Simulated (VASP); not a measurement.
# Al3GaAs4 in VASP: further runs

The runs below take Al3GaAs4 through single point, with PBE.

All numbers are computed with VASP 6.6.1; they aren't measurements. Logs are shortened: lines on timing, memory, paths and dates and some standing lists are left out, and cuts for length are marked.

### Step 1. The cell of the first run

Symmetry: P-4m2, No. 115, tetragonal system. Conventional cell: a = 4.055 Å, b = 4.055 Å, c = 11.456 Å, α = 90.00°, β = 90.00°, γ = 90.00°. Within 3.3 Å of Al (site symmetry 2mm) lie 4 As at 2.48 Å. Within 3.3 Å of Al (site symmetry -4m2) lie 4 As at 2.48 Å. Within 3.3 Å of Ga (site symmetry -4m2) lie 4 As at 2.49 Å. Within 3.3 Å of As (site symmetry 2mm) lie 2 Al at 2.48 Å and 2 Ga at 2.49 Å. Within 3.3 Å of As (site symmetry 2mm) lie 4 Al at 2.48 Å.

### Step 2. Single point, PBE

INCAR

```
SYSTEM = Al3GaAs4
  ALGO = Normal
  EDIFF = 1E-6
  ENCUT = 520
  GGA = PE
  ISIF = 2
  ISMEAR = 0
  LASPH = .TRUE.
  LCHARG = .TRUE.
  LELF = .TRUE.
  LREAL = .FALSE.
  LVHAR = .TRUE.
  LWAVE = .FALSE.
  NBANDS = 31
  NELM = 80
  PREC = Accurate
  SIGMA = 0.1
```

KPOINTS

```
k-points
0
G
  4 4 1
  0 0 0
```

POSCAR

```
Al3GaAs4
1.0
    4.0554812284      0.0000000000      0.0000000000
    0.0000000000      4.0554812284      0.0000000000
    0.0000000000      0.0000000000     11.4558318010
Al Ga As
3 1 4
Direct
    0.0000000000      0.0000000000      0.7497626618
    0.0000000000      0.0000000000      0.2502373382
    0.5000000000      0.5000000000      0.5000000000
    0.5000000000      0.5000000000      1.0000000000
    0.5000000000      0.0000000000      0.8741314382
    0.0000000000      0.5000000000      0.1258685618
    0.5000000000      0.0000000000      0.3751053128
    1.0000000000      0.5000000000      0.6248946872
```

Potentials or basis: VASP PAW PBE potentials, release 64 (Al, Ga_d, As).

Run with:

```
cat potpaw_PBE.64/Al/POTCAR potpaw_PBE.64/Ga_d/POTCAR potpaw_PBE.64/As/POTCAR > POTCAR
mpirun -np 1 vasp_std > vasp.out
```

OUTCAR:

```text
SYSTEM = Al3GaAs4
   EDIFF = 1E-6
   ENCUT = 520
   GGA = PE
   ISIF = 2
   ISMEAR = 0
   LASPH = .TRUE.
   LREAL = .FALSE.
   NELM = 80
   PREC = Accurate

 ion  position               nearest neighbor table
   1  0.000  0.000  0.750-   5 2.48   5 2.48   8 2.48   8 2.48
   2  0.000  0.000  0.250-   6 2.48   6 2.48   7 2.48   7 2.48
   3  0.500  0.500  0.500-   7 2.48   8 2.48   7 2.48   8 2.48
   4  0.500  0.500  0.000-   5 2.49   6 2.49   5 2.49   6 2.49
   5  0.500  0.000  0.874-   1 2.48   1 2.48   4 2.49   4 2.49
   6  0.000  0.500  0.126-   2 2.48   2 2.48   4 2.49   4 2.49
   7  0.500  0.000  0.375-   2 2.48   2 2.48   3 2.48   3 2.48
   8  0.000  0.500  0.625-   1 2.48   1 2.48   3 2.48   3 2.48

  LATTYP: Found a simple tetragonal cell.
 ALAT       =     4.0554812284
 C/A-ratio  =     2.8247774199

  Lattice vectors:

 A1 = (   4.0554812284,   0.0000000000,   0.0000000000)
 A2 = (   0.0000000000,   4.0554812284,   0.0000000000)
 A3 = (   0.0000000000,   0.0000000000,  11.4558318010)

Analysis of symmetry for initial positions (statically):
=====================================================================
 Subroutine PRICEL returns:
 Original cell was already a primitive cell.

 Routine SETGRP: Setting up the symmetry group for a
 simple tetragonal supercell.

 Subroutine GETGRP returns: Found  8 space group operations
 (whereof  8 operations were pure point group operations)
 out of a pool of 16 trial point group operations.

The static configuration has the point symmetry D_2d.

Analysis of symmetry for dynamics (positions and initial velocities):
=====================================================================
 Subroutine PRICEL returns:
 Original cell was already a primitive cell.

 Routine SETGRP: Setting up the symmetry group for a
 simple tetragonal supercell.

 Subroutine GETGRP returns: Found  8 space group operations
 (whereof  8 operations were pure point group operations)
 out of a pool of 16 trial point group operations.

The dynamic configuration has the point symmetry D_2d.

 Subroutine INISYM returns: Found  8 space group operations
 (whereof  8 operations are pure point group operations),
 and found     1 'primitive' translations

----------------------------------------------------------------------------------------

                                     Primitive cell

  volume of cell :     188.4132

  direct lattice vectors                    reciprocal lattice vectors
     4.055481228  0.000000000  0.000000000     0.246579862  0.000000000  0.000000000
     0.000000000  4.055481228  0.000000000     0.000000000  0.246579862  0.000000000
     0.000000000  0.000000000 11.455831801     0.000000000  0.000000000  0.087291784

  length of vectors
     4.055481228  4.055481228 11.455831801     0.246579862  0.246579862  0.087291784

  position of ions in fractional coordinates (direct lattice)
     0.000000000  0.000000000  0.749762662
     0.000000000  0.000000000  0.250237338
     0.500000000  0.500000000  0.500000000
     0.500000000  0.500000000  0.000000000
     0.500000000  0.000000000  0.874131438
     0.000000000  0.500000000  0.125868562
     0.500000000  0.000000000  0.375105313
     0.000000000  0.500000000  0.624894687

  ion indices of the primitive-cell ions
   primitive index   ion index
                 1           1
                 2           2
                 3           3
                 4           4
                 5           5
                 6           6
                 7           7
                 8           8

----------------------------------------------------------------------------------------

 KPOINTS: k-points

Automatic generation of k-mesh.
 Grid dimensions read from file:
 generate k-points for:    4    4    1

 Generating k-lattice:

  Cartesian coordinates                     Fractional coordinates (reciprocal lattice)
     0.061644965  0.000000000  0.000000000     0.250000000  0.000000000  0.000000000
     0.000000000  0.061644965  0.000000000     0.000000000  0.250000000  0.000000000
     0.000000000  0.000000000  0.087291784     0.000000000  0.000000000  1.000000000

  Length of vectors
     0.061644965  0.061644965  0.087291784

  Shift w.r.t. Gamma in fractional coordinates (k-lattice)
     0.000000000  0.000000000  0.000000000

 Subroutine IBZKPT returns following result:
 ===========================================

 Found      6 irreducible k-points:

 Following reciprocal coordinates:
            Coordinates               Weight
  0.000000  0.000000  0.000000      1.000000
  0.250000  0.000000  0.000000      4.000000
  0.500000  0.000000  0.000000      2.000000
  0.250000  0.250000  0.000000      4.000000
  0.500000  0.250000  0.000000      4.000000
  0.500000  0.500000  0.000000      1.000000
   k-points           NKPTS =      6   k-points in BZ     NKDIM =      6   number of bands    NBANDS=     31
   number of dos      NEDOS =    301   number of ions     NIONS =      8
   total plane-waves  NPLWV =  81000
   dimension x,y,z NGX =    30 NGY =   30 NGZ =   90
   dimension x,y,z NGXF=    60 NGYF=   60 NGZF=  180
   ions per type =               3   1   4
   NGX,Y,Z   is equivalent  to a cutoff of  12.30, 12.30, 13.06 a.u.
   NGXF,Y,Z  is equivalent  to a cutoff of  24.60, 24.60, 26.12 a.u.
 SYSTEM =  Al3GaAs4
   PREC   = accura    normal or accurate (medium, high low for compatibility)
   ISTART =      0    job   : 0-new  1-cont  2-samecut
   ICHARG =      2    charge: 1-file 2-atom 10-const
   ISPIN  =      1    spin polarized calculation?
   LNONCOLLINEAR =      F non collinear calculations
   LSORBIT =      F    spin-orbit coupling
   LASPH  =      T    aspherical Exc in radial PAW
   ENCUT  =  520.0 eV  38.22 Ry    6.18 a.u.   7.54  7.54 21.30*2*pi/ulx,y,z
   NELM   =     80;   NELMIN=  2; NELMDL= -5     # of ELM steps
   EDIFF  = 0.1E-05   stopping-criterion for ELM
   LREAL  =      F    real-space projection
   EDIFFG = 0.1E-04   stopping-criterion for IOM
   NSW    =      0    number of steps for IOM
   IBRION =     -1    ionic relax: 0-MD 1-quasi-New 2-CG
   NFREE  =      0    steps in history (QN), initial steepest desc. (CG)
   ISIF   =      2    stress and relaxation
   ISYM   =      2    0-nonsym 1-usesym 2-fastsym
   POTIM  = 0.5000    time-step for ionic-motion
   TEBEG  =    0.0;   TEEND  =   0.0 temperature during run
   PSTRESS=    0.0 pullay stress
   NELECT =      42.0000    total number of electrons
   NUPDOWN=      -1.0000    fix difference up-down
   EMIN   =  10.00;   EMAX   =-10.00  energy-range for DOS
   EFERMI =   0.00;   METHOD = LEGACY
   ISMEAR =     0;   SIGMA  =   0.10  broadening in eV -4-tet -1-fermi 0-gaus
   EFERMI_NEDOS =   21; number of points for ismear=-14 and -15
   IALGO  =     38    algorithm
   IMIX   =      4    mixing-type and parameters
     AMIX     =   0.40;   BMIX     =  1.00
     AMIX_MAG =   1.60;   BMIX_MAG =  1.00
  volume/ion in A,a.u.               =      23.55       158.93
  Fermi-wavevector in a.u.,A,eV,Ry     =   0.992630  1.875799 13.406019  0.985315
  Thomas-Fermi vector in A             =   2.124455
   LORBIT       =      0    0 simple, 1 ext, 2 COOP (PROOUT), +10 PAW based schemes
   GGA     = PE    functional components
   LHFCALC =     F    Hartree Fock is set to
   AEXX    =    0.0000 exact exchange contribution
   IVDW    =     0    specifies the selected vdW correction
   LEPSILON=     F    determine dielectric tensor
   LRPA    =     F    only Hartree local field effects (RPA)
 non-spin polarized calculation
 Gauss-broadening in eV      SIGMA  =   0.10
  energy-cutoff  :      520.00
  volume of cell :      188.41
 maximum number of plane-waves:      5095
   NGX = 15   NGY = 15   NGZ = 43

 number of electron      42.0000027 magnetization

 Free energy of the ion-electron system (eV)
  ---------------------------------------------------
  ext. energy  EPLUGINS =         0.00000000
  ---------------------------------------------------
  free energy    TOTEN  =       -36.23123903 eV

  energy without entropy =      -36.23123903  energy(sigma->0) =      -36.23123903

 E-fermi :   4.0280     XC(G=0):  -9.0140

 val. band max:        3.5846208173   @ k =   0.0000   0.0000   0.0000
 cond. band min:       4.8500296666   @ k =   0.0000   0.0000   0.0000
 fundamental gap:      1.2654088494
 Fermi energy:         4.0280226894

 k-point     1 :       0.0000    0.0000    0.0000
  band No.  band energies     occupation
      1     -10.9228      2.00000
      2     -10.8596      2.00000
      3     -10.8596      2.00000
      4     -10.8242      2.00000
      5     -10.8022      2.00000
      6      -8.2821      2.00000
[... 23 lines left out ...]
     30       7.6622      0.00000
     31       7.6631      0.00000

 k-point     2 :       0.2500    0.0000    0.0000
  band No.  band energies     occupation
      1     -10.9149      2.00000
      2     -10.8748      2.00000
      3     -10.8588      2.00000
      4     -10.8197      2.00000
      5     -10.8061      2.00000
      6      -7.8841      2.00000
[... 23 lines left out ...]
     30       8.3994      0.00000
     31       9.0422      0.00000

 k-point     3 :       0.5000    0.0000    0.0000
  band No.  band energies     occupation
      1     -10.9127      2.00000
      2     -10.8843      2.00000
      3     -10.8579      2.00000
      4     -10.8147      2.00000
      5     -10.8100      2.00000
      6      -7.0070      2.00000
[... 23 lines left out ...]
     30       9.2110      0.00000
     31       9.2273      0.00000

 k-point     4 :       0.2500    0.2500    0.0000
  band No.  band energies     occupation
      1     -10.9095      2.00000
      2     -10.8853      2.00000
      3     -10.8547      2.00000
      4     -10.8170      2.00000
      5     -10.8107      2.00000
      6      -7.5041      2.00000
[... 23 lines left out ...]
     30       9.2405      0.00000
     31       9.3315      0.00000

 k-point     5 :       0.5000    0.2500    0.0000
  band No.  band energies     occupation
      1     -10.9098      2.00000
      2     -10.8939      2.00000
      3     -10.8476      2.00000
      4     -10.8152      2.00000
      5     -10.8132      2.00000
      6      -6.6878      2.00000
[... 23 lines left out ...]
     30       9.7952      0.00000
     31       9.8406      0.00000

 k-point     6 :       0.5000    0.5000    0.0000
  band No.  band energies     occupation
      1     -10.9069      2.00000
      2     -10.9069      2.00000
      3     -10.8342      2.00000
      4     -10.8203      2.00000
      5     -10.8111      2.00000
      6      -6.3327      2.00000
[... 23 lines left out ...]
     30       9.0826      0.00000
     31       9.0826      0.00000

------------------------ aborting loop because EDIFF is reached ----------------------------------------

  FORCE on cell =-STRESS in cart. coord.  units (eV):
  Direction    XX          YY          ZZ          XY          YZ          ZX
  --------------------------------------------------------------------------------------
  -------------------------------------------------------------------------------------
  Total        0.5841889      0.5841889     -0.5292690      0.0000000      0.0000000      0.0000000
  in kB        4.9676665      4.9676665     -4.5006542      0.0000000      0.0000000      0.0000000
  external PRESSURE =       1.8115596 kB  Pullay stress =       0.0000000 kB

 VOLUME and BASIS-vectors are now :
 -----------------------------------------------------------------------------
  energy-cutoff  :      520.00
  volume of cell :      188.41
      direct lattice vectors                 reciprocal lattice vectors
     4.055481228  0.000000000  0.000000000     0.246579862  0.000000000  0.000000000
     0.000000000  4.055481228  0.000000000     0.000000000  0.246579862  0.000000000
     0.000000000  0.000000000 11.455831801     0.000000000  0.000000000  0.087291784

 POSITION                                       TOTAL-FORCE (eV/Angst)
 -----------------------------------------------------------------------------------
      0.00000      0.00000      8.58915        -0.000000      0.000000      0.006752
      0.00000      0.00000      2.86668        -0.000000      0.000000     -0.006752
      2.02774      2.02774      5.72792        -0.000000      0.000000      0.000000
      2.02774      2.02774      0.00000        -0.000000     -0.000000      0.000000
      2.02774      0.00000     10.01390         0.000000      0.000000     -0.022117
      0.00000      2.02774      1.44193        -0.000000      0.000000      0.022117
      2.02774      0.00000      4.29714        -0.000000      0.000000     -0.003675
      0.00000      2.02774      7.15869        -0.000000      0.000000      0.003675
 -----------------------------------------------------------------------------------
    total drift:                                0.000000      0.000000     -0.000000

  FREE ENERGIE OF THE ION-ELECTRON SYSTEM (eV)
  ---------------------------------------------------
  free  energy   TOTEN  =       -36.2312390340 eV

  energy  without entropy=      -36.2312390340  energy(sigma->0) =      -36.23123903
```

Wall time 32 s (1 thread of Intel Xeon 6975P-C (Granite Rapids), shared host); peak memory 0.27 GiB.

Results:

```
Free energy            : -36.2312 eV
Pressure               : 0.2 GPa
Largest force          : 0.022 eV/Å
Band gap on the k mesh : 1.27 eV
```

Forces in eV/Å, atoms in the order of the input:
```
Al   0.000  0.000  0.007
Al   0.000  0.000 -0.007
Al   0.000  0.000  0.000
Ga   0.000  0.000  0.000
As   0.000  0.000 -0.022
As   0.000  0.000  0.022
As   0.000  0.000 -0.004
As   0.000  0.000  0.004
```

Stress tensor (GPa, compression positive):
```
 0.50  0.00  0.00
 0.00  0.50  0.00
 0.00  0.00 -0.45
```

Levels at points of the mesh, in eV from the valence-band top:
```
           k point  band 19  band 20  band 21  band 22  band 23  band 24
(0.00, 0.00, 0.00)    -0.02     0.00     0.00     1.27     1.49     2.15
(0.50, 0.00, 0.00)    -0.89    -0.85    -0.80     1.43     1.95     3.12
(0.50, 0.50, 0.00)    -2.21    -2.21    -2.20     1.49     1.49     1.86
```

Caveat: the k points lie up to 0.55 Å⁻¹ apart; an odd mesh through Γ misses points on the zone boundary, where band edges can lie.

(Part 1 of 2 ends here.)
